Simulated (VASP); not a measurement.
# Cl (Fm-3m) in VASP: notebook

Cl is run at these levels: PBE; tasks: single point, relaxation of cell and atoms.

Everything below comes from runs of VASP 6.6.1. Logs are shortened: lines on timing, memory, paths and dates and some standing lists are left out, and cuts for length are marked.

## (1) The cell of the first run

It takes space group Fm-3m (No. 225, cubic). Conventional cell: a = 4.398 Å, b = 4.398 Å, c = 4.398 Å, α = 90.00°, β = 90.00°, γ = 90.00°. Cl (site symmetry m-3m) has 12 Cl at 3.11 Å within 4.1 Å.

## (2) Single point, PBE

INCAR reads:

```
PREC = Accurate
ENCUT = 500
EDIFF = 1E-6
ISMEAR = -1
SIGMA = 0.02
LREAL = False
LASPH = True
NELM = 120
ALGO = Normal
ISIF = 2
LWAVE = False
LCHARG = False
GGA = PE
NBANDS = 10
GGA_COMPAT = False
```

KPOINTS reads:

```
Automatic mesh
0
Gamma
  7 7 7
```

POSCAR reads:

```
Cl
1.0
    0.0000000000      2.1991145954      2.1991145954
    2.1991145954      0.0000000000      2.1991145954
    2.1991145954      2.1991145954      0.0000000000
Cl
1
Direct
    0.0000000000      0.0000000000      0.0000000000
```

Potentials or basis: VASP PAW PBE potentials, release 64 (Cl).

Command:

```console
$ cat potpaw_PBE.64/Cl/POTCAR > POTCAR
$ mpirun -np 1 vasp_std > vasp.out
```

OUTCAR:

```text
PREC = Accurate
   ENCUT = 500
   EDIFF = 1E-6
   ISMEAR = -1
   LREAL = False
   LASPH = True
   NELM = 120
   ISIF = 2
   GGA = PE

 ion  position               nearest neighbor table
   1  0.000  0.000  0.000-

  LATTYP: Found a face centered cubic cell.
 ALAT       =     4.3982291908

  Lattice vectors:

 A1 = (   0.0000000000,   2.1991145954,   2.1991145954)
 A2 = (   2.1991145954,   0.0000000000,   2.1991145954)
 A3 = (   2.1991145954,   2.1991145954,   0.0000000000)

Analysis of symmetry for initial positions (statically):
=====================================================================
 Subroutine PRICEL returns:
 Original cell was already a primitive cell.

 Routine SETGRP: Setting up the symmetry group for a
 face centered cubic supercell.

 Subroutine GETGRP returns: Found 48 space group operations
 (whereof 48 operations were pure point group operations)
 out of a pool of 48 trial point group operations.

The static configuration has the point symmetry O_h .

Analysis of symmetry for dynamics (positions and initial velocities):
=====================================================================
 Subroutine PRICEL returns:
 Original cell was already a primitive cell.

 Routine SETGRP: Setting up the symmetry group for a
 face centered cubic supercell.

 Subroutine GETGRP returns: Found 48 space group operations
 (whereof 48 operations were pure point group operations)
 out of a pool of 48 trial point group operations.

The dynamic configuration has the point symmetry O_h .

 Subroutine INISYM returns: Found 48 space group operations
 (whereof 48 operations are pure point group operations),
 and found     1 'primitive' translations

----------------------------------------------------------------------------------------

                                     Primitive cell

  volume of cell :      21.2703

  direct lattice vectors                    reciprocal lattice vectors
     0.000000000  2.199114595  2.199114595    -0.227364232  0.227364232  0.227364232
     2.199114595  0.000000000  2.199114595     0.227364232 -0.227364232  0.227364232
     2.199114595  2.199114595  0.000000000     0.227364232  0.227364232 -0.227364232

  length of vectors
     3.110017686  3.110017686  3.110017686     0.393806401  0.393806401  0.393806401

  position of ions in fractional coordinates (direct lattice)
     0.000000000  0.000000000  0.000000000

  ion indices of the primitive-cell ions
   primitive index   ion index
                 1           1

----------------------------------------------------------------------------------------

 KPOINTS: Automatic mesh

Automatic generation of k-mesh.
 Grid dimensions read from file:
 generate k-points for:    7    7    7

 Generating k-lattice:

  Cartesian coordinates                     Fractional coordinates (reciprocal lattice)
    -0.032480605  0.032480605  0.032480605     0.142857143  0.000000000  0.000000000
     0.032480605 -0.032480605  0.032480605     0.000000000  0.142857143  0.000000000
     0.032480605  0.032480605 -0.032480605     0.000000000  0.000000000  0.142857143

  Length of vectors
     0.056258057  0.056258057  0.056258057

  Shift w.r.t. Gamma in fractional coordinates (k-lattice)
     0.000000000  0.000000000  0.000000000

 Subroutine IBZKPT returns following result:
 ===========================================

 Found     20 irreducible k-points:

 Following reciprocal coordinates:
            Coordinates               Weight
  0.000000  0.000000  0.000000      1.000000
  0.142857  0.000000  0.000000      8.000000
  0.285714  0.000000  0.000000      8.000000
  0.428571  0.000000  0.000000      8.000000
  0.142857  0.142857  0.000000      6.000000
  0.285714  0.142857  0.000000     24.000000
[... 12 lines left out ...]
 -0.428571  0.428571  0.142857     24.000000
 -0.285714  0.428571  0.142857     24.000000
   k-points           NKPTS =     20   k-points in BZ     NKDIM =     20   number of bands    NBANDS=     10
   number of dos      NEDOS =    301   number of ions     NIONS =      1
   total plane-waves  NPLWV =  13824
   dimension x,y,z NGX =    24 NGY =   24 NGZ =   24
   dimension x,y,z NGXF=    48 NGYF=   48 NGZF=   48
   ions per type =               1
   NGX,Y,Z   is equivalent  to a cutoff of  12.83, 12.83, 12.83 a.u.
   NGXF,Y,Z  is equivalent  to a cutoff of  25.66, 25.66, 25.66 a.u.
 SYSTEM =  unknown system
   PREC   = accura    normal or accurate (medium, high low for compatibility)
   ISTART =      0    job   : 0-new  1-cont  2-samecut
   ICHARG =      2    charge: 1-file 2-atom 10-const
   ISPIN  =      1    spin polarized calculation?
   LNONCOLLINEAR =      F non collinear calculations
   LSORBIT =      F    spin-orbit coupling
   LASPH  =      T    aspherical Exc in radial PAW
   ENCUT  =  500.0 eV  36.75 Ry    6.06 a.u.   5.67  5.67  5.67*2*pi/ulx,y,z
   NELM   =    120;   NELMIN=  2; NELMDL= -5     # of ELM steps
   EDIFF  = 0.1E-05   stopping-criterion for ELM
   LREAL  =      F    real-space projection
   EDIFFG = 0.1E-04   stopping-criterion for IOM
   NSW    =      0    number of steps for IOM
   IBRION =     -1    ionic relax: 0-MD 1-quasi-New 2-CG
   NFREE  =      0    steps in history (QN), initial steepest desc. (CG)
   ISIF   =      2    stress and relaxation
   ISYM   =      2    0-nonsym 1-usesym 2-fastsym
   POTIM  = 0.5000    time-step for ionic-motion
   TEBEG  =    0.0;   TEEND  =   0.0 temperature during run
   PSTRESS=    0.0 pullay stress
   NELECT =       7.0000    total number of electrons
   NUPDOWN=      -1.0000    fix difference up-down
   EMIN   =  10.00;   EMAX   =-10.00  energy-range for DOS
   EFERMI =   0.00;   METHOD = LEGACY
   ISMEAR =    -1;   SIGMA  =   0.02  broadening in eV -4-tet -1-fermi 0-gaus
   EFERMI_NEDOS =   21; number of points for ismear=-14 and -15
   IALGO  =     38    algorithm
   IMIX   =      4    mixing-type and parameters
     AMIX     =   0.40;   BMIX     =  1.00
     AMIX_MAG =   1.60;   BMIX_MAG =  1.00
  volume/ion in A,a.u.               =      21.27       143.54
  Fermi-wavevector in a.u.,A,eV,Ry     =   1.130272  2.135904 17.381645  1.277515
  Thomas-Fermi vector in A             =   2.266968
   LORBIT       =      0    0 simple, 1 ext, 2 COOP (PROOUT), +10 PAW based schemes
   GGA     = PE    functional components
   LHFCALC =     F    Hartree Fock is set to
   AEXX    =    0.0000 exact exchange contribution
   IVDW    =     0    specifies the selected vdW correction
   LEPSILON=     F    determine dielectric tensor
   LRPA    =     F    only Hartree local field effects (RPA)
 non-spin polarized calculation
  energy-cutoff  :      500.00
  volume of cell :       21.27
 maximum number of plane-waves:       548
   NGX = 11   NGY = 11   NGZ = 11

 number of electron       7.0000002 magnetization

 Free energy of the ion-electron system (eV)
  ---------------------------------------------------
  ext. energy  EPLUGINS =         0.00000000
  ---------------------------------------------------
  free energy    TOTEN  =        -0.91034586 eV

  energy without entropy =       -0.90793055  energy(sigma->0) =       -0.90913820

 E-fermi :   1.6579     XC(G=0):  -9.5471

 val. band max:        1.6146986825   @ k =  -0.2857   0.2857   0.0000
 cond. band min:       1.7114982791   @ k =  -0.4286   0.1429   0.0000
 fundamental gap:      0.0967995966
 Fermi energy:         1.6579336432

 k-point     1 :       0.0000    0.0000    0.0000
  band No.  band energies     occupation
      1     -13.6009      2.00000
      2       2.4592      0.00000
      3       2.4592      0.00000
      4       2.4592      0.00000
      5      11.5676      0.00000
      6      15.7446      0.00000
      7      15.7446      0.00000
      8      15.7446      0.00000
      9      19.6474      0.00000
     10      19.6474      0.00000

 k-point     2 :       0.1429    0.0000    0.0000
  band No.  band energies     occupation
      1     -13.3544      2.00000
      2       1.2829      2.00000
      3       2.3378      0.00000
      4       2.3378      0.00000
      5      12.4506      0.00000
      6      15.1256      0.00000
      7      16.1346      0.00000
      8      16.1346      0.00000
      9      19.0066      0.00000
     10      19.0066      0.00000

 k-point     3 :       0.2857    0.0000    0.0000
  band No.  band energies     occupation
      1     -12.7216      2.00000
      2      -0.9120      2.00000
      3       2.0869      0.00000
      4       2.0869      0.00000
      5      12.3574      0.00000
      6      15.9297      0.00000
      7      15.9297      0.00000
      8      16.4496      0.00000
      9      19.7679      0.00000
     10      19.7679      0.00000

 k-point     4 :       0.4286    0.0000    0.0000
  band No.  band energies     occupation
      1     -12.0976      2.00000
      2      -2.5163      2.00000
      3       1.9041      0.00001
      4       1.9041      0.00001
      5      11.7576      0.00000
      6      15.2641      0.00000
      7      15.2641      0.00000
      8      18.1528      0.00000
      9      22.1419      0.00000
     10      22.1429      0.00000
[... 170 lines left out ...]
 k-point    18 :      -0.4286    0.2857    0.1429
  band No.  band energies     occupation
      1     -11.7391      2.00000
      2      -1.8503      2.00000
      3       0.0131      2.00000
      4       1.2295      2.00000
      5      12.8183      0.00000
      6      13.8544      0.00000
      7      16.0098      0.00000
      8      17.8814      0.00000
      9      21.3137      0.00000
     10      24.7907      0.00000

 k-point    19 :      -0.4286    0.4286    0.1429
  band No.  band energies     occupation
      1     -11.5432      2.00000
      2      -1.7528      2.00000
      3       0.0112      2.00000
      4       0.5651      2.00000
      5      11.3261      0.00000
      6      12.6731      0.00000
      7      17.5202      0.00000
      8      19.9169      0.00000
      9      22.5538      0.00000
     10      25.5858      0.00000

 k-point    20 :      -0.2857    0.4286    0.1429
  band No.  band energies     occupation
      1     -11.4695      2.00000
      2      -1.2431      2.00000
      3      -1.0366      2.00000
      4       0.6433      2.00000
      5      12.0143      0.00000
      6      14.4663      0.00000
      7      16.1914      0.00000
      8      18.0469      0.00000
      9      22.6289      0.00000
     10      25.0479      0.00000

------------------------ aborting loop because EDIFF is reached ----------------------------------------

  FORCE on cell =-STRESS in cart. coord.  units (eV):
  Direction    XX          YY          ZZ          XY          YZ          ZX
  --------------------------------------------------------------------------------------
  -------------------------------------------------------------------------------------
  Total       -0.0172709     -0.0172709     -0.0172709      0.0000000     -0.0000000      0.0000000
  in kB       -1.3009207     -1.3009207     -1.3009207      0.0000000     -0.0000000      0.0000000
  external PRESSURE =      -1.3009207 kB  Pullay stress =       0.0000000 kB

 VOLUME and BASIS-vectors are now :
 -----------------------------------------------------------------------------
  energy-cutoff  :      500.00
  volume of cell :       21.27
      direct lattice vectors                 reciprocal lattice vectors
     0.000000000  2.199114595  2.199114595    -0.227364232  0.227364232  0.227364232
     2.199114595  0.000000000  2.199114595     0.227364232 -0.227364232  0.227364232
     2.199114595  2.199114595  0.000000000     0.227364232  0.227364232 -0.227364232

 POSITION                                       TOTAL-FORCE (eV/Angst)
 -----------------------------------------------------------------------------------
      0.00000      0.00000      0.00000         0.000000     -0.000000      0.000000
 -----------------------------------------------------------------------------------
    total drift:                               -0.000000      0.000000      0.000000

  FREE ENERGIE OF THE ION-ELECTRON SYSTEM (eV)
  ---------------------------------------------------
  free  energy   TOTEN  =        -0.9103458579 eV

  energy  without entropy=       -0.9079305451  energy(sigma->0) =       -0.90913820
```

Wall time 3.1 s (1 thread of Intel Xeon 8259CL, shared host); peak memory 0.1 GiB.

Results:

```yaml
Free_energy: -0.9103 eV
Pressure: -0.1 GPa
Band_gap_on_the_k_mesh: zero (an odd number of electrons rules out a gap without spin polarisation)
```

Caveat: an odd number of electrons without spin polarisation forces a metal; a magnetic or distorted state may lie lower.

## (3) Relaxation of cell and atoms, PBE

This run uses another cell than the first one, of 22.33 Å³/atom.

INCAR reads:

```
SYSTEM = Cl
PREC = Accurate
ENCUT = 500
EDIFF = 1E-7
ISMEAR = -1
SIGMA = 0.02
LREAL = .False.
LASPH = .True.
NELM = 120
ALGO = Normal
ISIF = 3
LWAVE = .False.
LCHARG = .False.
GGA = PE
IBRION = 2
NSW = 80
EDIFFG = -0.03
GGA_COMPAT = .False.
NELMIN = 4
```

KPOINTS reads:

```
Automatic mesh
0
Gamma
  7 7 7
  0 0 0
```

POSCAR reads:

```
Cl
1.0
    0.0000000000      2.2350000000      2.2350000000
    2.2350000000      0.0000000000      2.2350000000
    2.2350000000      2.2350000000      0.0000000000
Cl
1
Direct
    0.0000000000      0.0000000000      0.0000000000
```

Potentials or basis: VASP PAW PBE potentials, release 64 (Cl).

Command:

```console
$ cat potpaw_PBE.64/Cl/POTCAR > POTCAR
$ mpirun -np 1 vasp_std > vasp.out
```

It took 6.2 s on 1 thread of Intel Xeon 8259CL, shared host; peak memory 0.1 GiB.

It converged, with:

```
Free energy                           : -0.9110 eV
Relaxed volume                        : 21.23 Å³/atom
Relaxed cell                          : a = 3.108 Å, b = 3.108 Å, c = 3.108 Å, α = 60.00°, β = 60.00°, γ = 60.00°
Space group after relaxing (to 0.1 Å) : Fm-3m (No. 225)
Energy gained by relaxing             : 5.3 meV/atom
Ionic steps                           : 3
Pressure after relaxing               : 0.0 GPa
Band gap on the k mesh                : zero (an odd number of electrons rules out a gap without spin polarisation)
```

The path:
```csv
step,energy change (eV),largest force (eV/Å),pressure (GPa),volume (Å³)
1,0.0000,0.0000,-1.42,22.33
2,-0.0042,0.0000,-0.68,21.70
3,-0.0053,0.0000,-0.04,21.23
```

Final structure:
```xyz
1
Lattice="0.0000 2.1977 2.1977 2.1977 0.0000 2.1977 2.1977 2.1977 0.0000" Properties=species:S:1:pos:R:3 pbc="T T T"
Cl    0.0000    0.0000    0.0000
```

Levels at points of the mesh, in eV from the Fermi level:
| k point | band 1 | band 2 | band 3 | band 4 | band 5 | band 6 | band 7 |
| --- | --- | --- | --- | --- | --- | --- | --- |
| (0.00, 0.00, 0.00) | -15.27 | 0.80 | 0.80 | 0.80 | 9.92 | 14.09 | 14.09 |

Caveat: an odd number of electrons without spin polarisation forces a metal; a magnetic or distorted state may lie lower.

The gap in the log of VASP goes by the Fermi energy; the results here count the filled bands.